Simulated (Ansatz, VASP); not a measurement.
## Zr2B: VASP beside Ansatz

```
CELL_PARAMETERS angstrom
0.00000 2.93524 2.93524
2.93524 0.00000 2.93524
2.93524 2.93524 0.00000
ATOMIC_POSITIONS crystal
Zr 0.25000 0.25000 0.25000
Zr 0.75000 0.75000 0.75000
B 0.00000 0.00000 0.00000
```

Change from the starting cell: species swapped into the Mg2Ge type (Fm-3m, No. 225).

Alike in both runs: task single point; functional PBE; k mesh 6 × 6 × 6; occupations gaussian, width 0.1 eV; collinear spin.

|  | VASP | Ansatz |
| --- | --- | --- |
| version | VASP 6.6.1 | Ansatz 0.2.0 |
| potentials or method | VASP PAW PBE potentials, release 64 (Zr_sv, B), cutoff 520 eV | scalar-relativistic, plane waves, PAW |
| valence electrons in the cell | 27 | 27 |

```tsv
	VASP	Ansatz	Ansatz less VASP
gap on the k mesh at the Fermi level (eV)	none	none	-
pressure (GPa)	4.0	3.9	-0.07
net moment per atom (μB)	0.00	0.00	0.000
```

A gap of «none» marks a metal or a gap that the smearing closes. Ansatz's warnings: seeded moment not kept.
